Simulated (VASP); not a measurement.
# Rh (Im-3m) in VASP: notebook

Runs on Rh. Level: PBE. Tasks: single point.

All numbers are computed with VASP 6.6.1; they aren't measurements. Logs are shortened: lines on timing, memory, paths and dates and some standing lists are left out, and cuts for length are marked.

## Step 1: The cell of the first run

It takes space group Im-3m (No. 229, cubic). The conventional cell has a = 3.091 Å, b = 3.091 Å, c = 3.091 Å, α = 90.00°, β = 90.00°, γ = 90.00°. Within 3.5 Å of Rh (site symmetry m-3m) lie 14 Rh at 2.68 to 3.09 Å.

## Step 2: Single point, PBE

INCAR reads:

```
PREC = Accurate
ENCUT = 520
EDIFF = 1E-7
ISMEAR = -1
SIGMA = 0.06122561905347299
LREAL = F
LASPH = T
NELM = 80
ALGO = Normal
ISIF = 2
LWAVE = F
LCHARG = F
GGA = PE
NBANDS = 14
```

KPOINTS reads:

```
Automatic mesh
0
Gamma
  17 17 17
```

POSCAR reads:

```
Rh
1.0
   -1.5455754708      1.5455754708      1.5455754708
    1.5455754708     -1.5455754708      1.5455754708
    1.5455754708      1.5455754708     -1.5455754708
Rh
1
Direct
    0.0000000000      0.0000000000      0.0000000000
```

Potentials or basis: VASP PAW PBE potentials, release 64 (Rh_pv).

Command:

```
$ cat potpaw_PBE.64/Rh_pv/POTCAR > POTCAR
$ mpirun -np 1 vasp_std > vasp.out
```

OUTCAR:

```text
PREC = Accurate
   ENCUT = 520
   EDIFF = 1E-7
   ISMEAR = -1
   LREAL = F
   LASPH = T
   NELM = 80
   ISIF = 2
   GGA = PE

 ion  position               nearest neighbor table
   1  0.000  0.000  0.000-

  LATTYP: Found a body centered cubic cell.
 ALAT       =     3.0911509416

  Lattice vectors:

 A1 = (  -1.5455754708,   1.5455754708,   1.5455754708)
 A2 = (   1.5455754708,  -1.5455754708,   1.5455754708)
 A3 = (   1.5455754708,   1.5455754708,  -1.5455754708)

Analysis of symmetry for initial positions (statically):
=====================================================================
 Subroutine PRICEL returns:
 Original cell was already a primitive cell.

 Routine SETGRP: Setting up the symmetry group for a
 body centered cubic supercell.

 Subroutine GETGRP returns: Found 48 space group operations
[... 9 lines left out ...]

 Routine SETGRP: Setting up the symmetry group for a
 body centered cubic supercell.

 Subroutine GETGRP returns: Found 48 space group operations
[... 11 lines left out ...]
                                     Primitive cell

  volume of cell :      14.7683

  direct lattice vectors                    reciprocal lattice vectors
    -1.545575471  1.545575471  1.545575471     0.000000000  0.323504099  0.323504099
     1.545575471 -1.545575471  1.545575471     0.323504099  0.000000000  0.323504099
     1.545575471  1.545575471 -1.545575471     0.323504099  0.323504099  0.000000000

  length of vectors
     2.677015242  2.677015242  2.677015242     0.457503884  0.457503884  0.457503884

  position of ions in fractional coordinates (direct lattice)
     0.000000000  0.000000000  0.000000000

  ion indices of the primitive-cell ions
   primitive index   ion index
                 1           1

----------------------------------------------------------------------------------------

 KPOINTS: Automatic mesh

Automatic generation of k-mesh.
 Grid dimensions read from file:
 generate k-points for:   17   17   17

 Generating k-lattice:

  Cartesian coordinates                     Fractional coordinates (reciprocal lattice)
     0.000000000  0.019029653  0.019029653     0.058823529  0.000000000  0.000000000
     0.019029653  0.000000000  0.019029653     0.000000000  0.058823529  0.000000000
     0.019029653  0.019029653  0.000000000     0.000000000  0.000000000  0.058823529

  Length of vectors
     0.026911993  0.026911993  0.026911993

  Shift w.r.t. Gamma in fractional coordinates (k-lattice)
     0.000000000  0.000000000  0.000000000

 Subroutine IBZKPT returns following result:
 ===========================================

 Found    165 irreducible k-points:

 Following reciprocal coordinates:
            Coordinates               Weight
  0.000000  0.000000  0.000000      1.000000
  0.058824  0.000000  0.000000     12.000000
  0.117647  0.000000  0.000000     12.000000
  0.176471  0.000000  0.000000     12.000000
  0.235294  0.000000  0.000000     12.000000
  0.294118  0.000000  0.000000     12.000000
[... 16 lines left out ...]
  0.411765  0.117647  0.000000     48.000000
  0.176471  0.176471  0.000000     24.000000
 [... further k-points ...]
   k-points           NKPTS =    165   k-points in BZ     NKDIM =    165   number of bands    NBANDS=     14
   number of dos      NEDOS =    301   number of ions     NIONS =      1
   total plane-waves  NPLWV =   8000
   dimension x,y,z NGX =    20 NGY =   20 NGZ =   20
   dimension x,y,z NGXF=    40 NGYF=   40 NGZF=   40
   ions per type =               1
   NGX,Y,Z   is equivalent  to a cutoff of  12.42, 12.42, 12.42 a.u.
   NGXF,Y,Z  is equivalent  to a cutoff of  24.84, 24.84, 24.84 a.u.
 SYSTEM =  unknown system
   PREC   = accura    normal or accurate (medium, high low for compatibility)
   ISTART =      0    job   : 0-new  1-cont  2-samecut
   ICHARG =      2    charge: 1-file 2-atom 10-const
   ISPIN  =      1    spin polarized calculation?
   LNONCOLLINEAR =      F non collinear calculations
   LSORBIT =      F    spin-orbit coupling
   LASPH  =      T    aspherical Exc in radial PAW
   ENCUT  =  520.0 eV  38.22 Ry    6.18 a.u.   4.98  4.98  4.98*2*pi/ulx,y,z
   NELM   =     80;   NELMIN=  2; NELMDL= -5     # of ELM steps
   EDIFF  = 0.1E-06   stopping-criterion for ELM
   LREAL  =      F    real-space projection
   EDIFFG = 0.1E-05   stopping-criterion for IOM
   NSW    =      0    number of steps for IOM
   IBRION =     -1    ionic relax: 0-MD 1-quasi-New 2-CG
   NFREE  =      0    steps in history (QN), initial steepest desc. (CG)
   ISIF   =      2    stress and relaxation
   ISYM   =      2    0-nonsym 1-usesym 2-fastsym
   POTIM  = 0.5000    time-step for ionic-motion
   TEBEG  =    0.0;   TEEND  =   0.0 temperature during run
   PSTRESS=    0.0 pullay stress
   NELECT =      15.0000    total number of electrons
   NUPDOWN=      -1.0000    fix difference up-down
   EMIN   =  10.00;   EMAX   =-10.00  energy-range for DOS
   EFERMI =   0.00;   METHOD = LEGACY
   ISMEAR =    -1;   SIGMA  =   0.06  broadening in eV -4-tet -1-fermi 0-gaus
   EFERMI_NEDOS =   21; number of points for ismear=-14 and -15
   IALGO  =     38    algorithm
   IMIX   =      4    mixing-type and parameters
     AMIX     =   0.40;   BMIX     =  1.00
     AMIX_MAG =   1.60;   BMIX_MAG =  1.00
  volume/ion in A,a.u.               =      14.77        99.66
  Fermi-wavevector in a.u.,A,eV,Ry     =   1.645616  3.109762 36.845262  2.708050
  Thomas-Fermi vector in A             =   2.735383
   LORBIT       =      0    0 simple, 1 ext, 2 COOP (PROOUT), +10 PAW based schemes
   GGA     = PE    functional components
[... 5 lines left out ...]
 non-spin polarized calculation
  energy-cutoff  :      520.00
  volume of cell :       14.77
 maximum number of plane-waves:       410
   NGX =  9   NGY =  9   NGZ =  9

 number of electron      15.0000009 magnetization

 Free energy of the ion-electron system (eV)
  ---------------------------------------------------
  ext. energy  EPLUGINS =         0.00000000
  ---------------------------------------------------
  free energy    TOTEN  =        -6.91974965 eV

  energy without entropy =       -6.88890857  energy(sigma->0) =       -6.90432911

 E-fermi :  10.4801     XC(G=0): -13.5562

 val. band max:       10.4799311862   @ k =  -0.2941   0.3529   0.0588
 cond. band min:      10.4902467079   @ k =  -0.2941   0.2941   0.0588
 fundamental gap:      0.0103155218
 Fermi energy:        10.4801480329

 k-point     1 :       0.0000    0.0000    0.0000
  band No.  band energies     occupation
      1     -35.4626      2.00000
      2     -35.4626      2.00000
      3     -35.4626      2.00000
      4       3.2089      2.00000
      5       7.8223      2.00000
      6       7.8223      2.00000
      7       7.8223      2.00000
      8      10.0801      1.99710
      9      10.0801      1.99710
     10      28.8827      0.00000
     11      28.8827      0.00000
     12      28.8827      0.00000
     13      31.6738      0.00000
     14      38.2490      0.00000

 k-point     2 :       0.0588    0.0000    0.0000
  band No.  band energies     occupation
      1     -35.4830      2.00000
      2     -35.4694      2.00000
      3     -35.4626      2.00000
      4       3.3471      2.00000
      5       7.7685      2.00000
      6       7.8220      2.00000
      7       7.9294      2.00000
      8      10.0132      1.99903
      9      10.0839      1.99691
     10      28.9132      0.00000
     11      28.9313      0.00000
     12      29.0738      0.00000
     13      31.6737      0.00000
     14      37.0287      0.00000

 k-point     3 :       0.1176    0.0000    0.0000
  band No.  band energies     occupation
      1     -35.5410      2.00000
      2     -35.4889      2.00000
      3     -35.4625      2.00000
      4       3.7434      2.00000
      5       7.6175      2.00000
      6       7.8147      2.00000
      7       8.2443      2.00000
      8       9.8585      1.99992
      9      10.0969      1.99618
     10      28.8343      0.00000
     11      28.9687      0.00000
     12      29.6283      0.00000
     13      31.6728      0.00000
     14      35.5653      0.00000

 k-point     4 :       0.1765    0.0000    0.0000
  band No.  band energies     occupation
      1     -35.6283      2.00000
      2     -35.5183      2.00000
      3     -35.4624      2.00000
      4       4.3293      2.00000
      5       7.3971      2.00000
      6       7.8103      2.00000
      7       8.7472      2.00000
      8       9.7230      1.99999
      9      10.1236      1.99410
     10      28.2007      0.00000
     11      28.6945      0.00000
     12      30.4915      0.00000
     13      31.6721      0.00000
     14      34.9020      0.00000

 k-point     5 :       0.2353    0.0000    0.0000
  band No.  band energies     occupation
      1     -35.7323      2.00000
      2     -35.5535      2.00000
      3     -35.4622      2.00000
      4       4.9340      2.00000
      5       7.1437      2.00000
      6       7.9359      2.00000
      7       9.4016      2.00000
      8       9.6924      1.99999
      9      10.1672      1.98801
     10      26.7459      0.00000
     11      27.9453      0.00000
[... 276 lines left out ...]
 k-point    22 :       0.3529    0.1176   -0.0000
  band No.  band energies     occupation
      1     -35.9863      2.00000
      2     -35.6657      2.00000
      3     -35.4903      2.00000
      4       5.5102      2.00000
      5       6.6173      2.00000
      6       9.1202      2.00000
      7       9.9280      1.99976
      8      10.6847      0.06843
      9      13.0297      0.00000
     10      20.7526      0.00000
     11      25.1297      0.00000
     12      27.9851      0.00000
     13      31.6746      0.00000
     14      34.2053      0.00000

 k-point    23 :       0.4118    0.1176    0.0000
  band No.  band energies     occupation
      1     -36.0170      2.00000
      2     -35.6821      2.00000
      3     -35.4906      2.00000
      4       5.4226      2.00000
      5       6.5449      2.00000
      6       9.4487      2.00000
      7       9.9637      1.99957
      8      10.9392      0.00111
      9      13.8799      0.00000
     10      19.4041      0.00000
     11      24.7816      0.00000
     12      27.4563      0.00000
     13      31.6743      0.00000
     14      34.8598      0.00000

 k-point    24 :       0.1765    0.1765    0.0000
  band No.  band energies     occupation
      1     -35.8351      2.00000
      2     -35.5884      2.00000
      3     -35.5002      2.00000
      4       5.7509      2.00000
      5       7.1488      2.00000
      6       7.3712      2.00000
      7       9.5333      2.00000
      8      10.3502      1.78619
      9      10.9956      0.00044
     10      25.7780      0.00000
     11      26.1016      0.00000
     12      30.2061      0.00000
     13      31.5853      0.00000
     14      31.6783      0.00000

 [... further k-points ...]

------------------------ aborting loop because EDIFF is reached ----------------------------------------

  FORCE on cell =-STRESS in cart. coord.  units (eV):
  Direction    XX          YY          ZZ          XY          YZ          ZX
  --------------------------------------------------------------------------------------
  -------------------------------------------------------------------------------------
  Total       -0.4120521     -0.4120521     -0.4120521      0.0000000      0.0000000      0.0000000
  in kB      -44.7025250    -44.7025250    -44.7025250      0.0000000      0.0000000      0.0000000
  external PRESSURE =     -44.7025250 kB  Pullay stress =       0.0000000 kB

 VOLUME and BASIS-vectors are now :
 -----------------------------------------------------------------------------
  energy-cutoff  :      520.00
  volume of cell :       14.77
      direct lattice vectors                 reciprocal lattice vectors
    -1.545575471  1.545575471  1.545575471     0.000000000  0.323504099  0.323504099
     1.545575471 -1.545575471  1.545575471     0.323504099  0.000000000  0.323504099
     1.545575471  1.545575471 -1.545575471     0.323504099  0.323504099  0.000000000

 POSITION                                       TOTAL-FORCE (eV/Angst)
 -----------------------------------------------------------------------------------
      0.00000      0.00000      0.00000        -0.000000     -0.000000      0.000000
 -----------------------------------------------------------------------------------
    total drift:                                0.000000     -0.000000      0.000000

  FREE ENERGIE OF THE ION-ELECTRON SYSTEM (eV)
  ---------------------------------------------------
  free  energy   TOTEN  =        -6.9197496460 eV

  energy  without entropy=       -6.8889085720  energy(sigma->0) =       -6.90432911
```

Wall time 17 s (1 thread of Intel Xeon 6975P-C, shared host); peak memory 0.15 GiB.

Results:

| Item | Value |
| --- | --- |
| Free energy | -6.9197 eV |
| Pressure | -4.5 GPa |

## Step 3: Single point, PBE

This run uses another cell than the first one, of 15.06 Å³/atom, 1.020 times its volume.

INCAR: that of step 2 with these lines changed.

```diff
@@ -2,3 +2,3 @@
 ENCUT = 520
-EDIFF = 1E-7
+EDIFF = 1E-6
 ISMEAR = -1
@@ -7,3 +7,3 @@
 LASPH = T
-NELM = 80
+NELM = 100
 ALGO = Normal
```

KPOINTS is that of step 2.

POSCAR reads:

```
Rh
1.0
   -1.5556119564      1.5556119564      1.5556119564
    1.5556119564     -1.5556119564      1.5556119564
    1.5556119564      1.5556119564     -1.5556119564
Rh
1
Direct
    0.0000000000      0.0000000000      0.0000000000
```

Potentials or basis: VASP PAW PBE potentials, release 64 (Rh_pv).

Command:

```
$ cat potpaw_PBE.64/Rh_pv/POTCAR > POTCAR
$ mpirun -np 1 vasp_std > vasp.out
```

OUTCAR:

```text
PREC = Accurate
   ENCUT = 520
   EDIFF = 1E-6
   ISMEAR = -1
   LREAL = F
   LASPH = T
   NELM = 100
   ISIF = 2
   GGA = PE

 ion  position               nearest neighbor table
   1  0.000  0.000  0.000-

  LATTYP: Found a body centered cubic cell.
 ALAT       =     3.1112239128

  Lattice vectors:

 A1 = (  -1.5556119564,   1.5556119564,   1.5556119564)
 A2 = (   1.5556119564,  -1.5556119564,   1.5556119564)
 A3 = (   1.5556119564,   1.5556119564,  -1.5556119564)

Analysis of symmetry for initial positions (statically):
=====================================================================
 Subroutine PRICEL returns:
 Original cell was already a primitive cell.

 Routine SETGRP: Setting up the symmetry group for a
 body centered cubic supercell.

 Subroutine GETGRP returns: Found 48 space group operations
[... 9 lines left out ...]

 Routine SETGRP: Setting up the symmetry group for a
 body centered cubic supercell.

 Subroutine GETGRP returns: Found 48 space group operations
[... 11 lines left out ...]
                                     Primitive cell

  volume of cell :      15.0579

  direct lattice vectors                    reciprocal lattice vectors
    -1.555611956  1.555611956  1.555611956     0.000000000  0.321416918  0.321416918
     1.555611956 -1.555611956  1.555611956     0.321416918  0.000000000  0.321416918
     1.555611956  1.555611956 -1.555611956     0.321416918  0.321416918  0.000000000

  length of vectors
     2.694398945  2.694398945  2.694398945     0.454552164  0.454552164  0.454552164

  position of ions in fractional coordinates (direct lattice)
     0.000000000  0.000000000  0.000000000

  ion indices of the primitive-cell ions
   primitive index   ion index
                 1           1

----------------------------------------------------------------------------------------

 KPOINTS: Automatic mesh

Automatic generation of k-mesh.
 Grid dimensions read from file:
 generate k-points for:   17   17   17

[... 83 lines left out ...]
     AMIX_MAG =   1.60;   BMIX_MAG =  1.00
  volume/ion in A,a.u.               =      15.06       101.62
  Fermi-wavevector in a.u.,A,eV,Ry     =   1.634998  3.089699 36.371360  2.673220
  Thomas-Fermi vector in A             =   2.726544
   LORBIT       =      0    0 simple, 1 ext, 2 COOP (PROOUT), +10 PAW based schemes
   GGA     = PE    functional components
[... 5 lines left out ...]
 non-spin polarized calculation
  energy-cutoff  :      520.00
  volume of cell :       15.06
 maximum number of plane-waves:       420
   NGX =  9   NGY =  9   NGZ =  9

 number of electron      15.0000007 magnetization

 Free energy of the ion-electron system (eV)
  ---------------------------------------------------
  ext. energy  EPLUGINS =         0.00000000
  ---------------------------------------------------
  free energy    TOTEN  =        -6.90826092 eV

  energy without entropy =       -6.87660986  energy(sigma->0) =       -6.89243539

 E-fermi :  10.1585     XC(G=0): -13.4343

 val. band max:       10.1574762909   @ k =  -0.2941   0.3529   0.0588
 cond. band min:      10.1684428815   @ k =  -0.2941   0.2941   0.0588
 fundamental gap:      0.0109665906
 Fermi energy:        10.1585144329

 k-point     1 :       0.0000    0.0000    0.0000
  band No.  band energies     occupation
      1     -35.7597      2.00000
      2     -35.7597      2.00000
      3     -35.7597      2.00000
      4       3.0197      2.00000
      5       7.5781      2.00000
      6       7.5781      2.00000
      7       7.5781      2.00000
      8       9.7732      1.99631
      9       9.7732      1.99631
     10      28.5228      0.00000
     11      28.5228      0.00000
     12      28.5228      0.00000
     13      31.3975      0.00000
     14      37.6614      0.00000
[... 377 lines left out ...]
      1     -36.1075      2.00000
      2     -35.8773      2.00000
      3     -35.7947      2.00000
      4       5.5373      2.00000
      5       6.9279      2.00000
      6       7.1370      2.00000
      7       9.2438      2.00000
      8      10.0316      1.77663
      9      10.6620      0.00054
     10      25.2811      0.00000
     11      25.6033      0.00000
     12      29.6383      0.00000
     13      31.1446      0.00000
     14      31.4009      0.00000

 [... further k-points ...]

------------------------ aborting loop because EDIFF is reached ----------------------------------------

  FORCE on cell =-STRESS in cart. coord.  units (eV):
  Direction    XX          YY          ZZ          XY          YZ          ZX
  --------------------------------------------------------------------------------------
  -------------------------------------------------------------------------------------
  Total       -0.7772201     -0.7772201     -0.7772201     -0.0000000     -0.0000000      0.0000000
  in kB      -82.6972004    -82.6972004    -82.6972004     -0.0000000     -0.0000000      0.0000000
  external PRESSURE =     -82.6972004 kB  Pullay stress =       0.0000000 kB

 VOLUME and BASIS-vectors are now :
 -----------------------------------------------------------------------------
  energy-cutoff  :      520.00
  volume of cell :       15.06
      direct lattice vectors                 reciprocal lattice vectors
    -1.555611956  1.555611956  1.555611956     0.000000000  0.321416918  0.321416918
     1.555611956 -1.555611956  1.555611956     0.321416918  0.000000000  0.321416918
     1.555611956  1.555611956 -1.555611956     0.321416918  0.321416918  0.000000000

 POSITION                                       TOTAL-FORCE (eV/Angst)
 -----------------------------------------------------------------------------------
      0.00000      0.00000      0.00000         0.000000     -0.000000     -0.000000
 -----------------------------------------------------------------------------------
    total drift:                                0.000000     -0.000000      0.000000

  FREE ENERGIE OF THE ION-ELECTRON SYSTEM (eV)
  ---------------------------------------------------
  free  energy   TOTEN  =        -6.9082609228 eV

  energy  without entropy=       -6.8766098586  energy(sigma->0) =       -6.89243539
```

OSZICAR:

```text
N       E                     dE             d eps       ncg     rms          rms(c)
DAV:   1     0.120666722890E+03    0.12067E+03   -0.88176E+03  4644   0.113E+03
DAV:   2    -0.572118838802E+01   -0.12639E+03   -0.12073E+03  5034   0.336E+02
DAV:   3    -0.731683414488E+01   -0.15956E+01   -0.15904E+01  5790   0.416E+01
DAV:   4    -0.732356524881E+01   -0.67311E-02   -0.67303E-02  5352   0.278E+00
DAV:   5    -0.732363153317E+01   -0.66284E-04   -0.66284E-04  5740   0.246E-01    0.832E+00
DAV:   6    -0.691984698806E+01    0.40378E+00   -0.78999E-01  5142   0.115E+01    0.306E+00
DAV:   7    -0.691069854893E+01    0.91484E-02   -0.12079E-02  5628   0.112E+00    0.159E+00
DAV:   8    -0.690830702204E+01    0.23915E-02   -0.24503E-03  4914   0.644E-01    0.104E-01
DAV:   9    -0.690826039496E+01    0.46627E-04   -0.50039E-05  5580   0.944E-02    0.100E-02
DAV:  10    -0.690826092280E+01   -0.52785E-06   -0.29707E-06  5292   0.202E-02
   1 F= -.69082609E+01 E0= -.68924354E+01  d E =-.316511E-01
```

Wall time 12 s (1 thread of Intel Xeon 6975P-C, shared host); peak memory 0.15 GiB.

What came out:

* Free energy: -6.9083 eV
* Pressure: -8.3 GPa

[end of part 1 of 2]
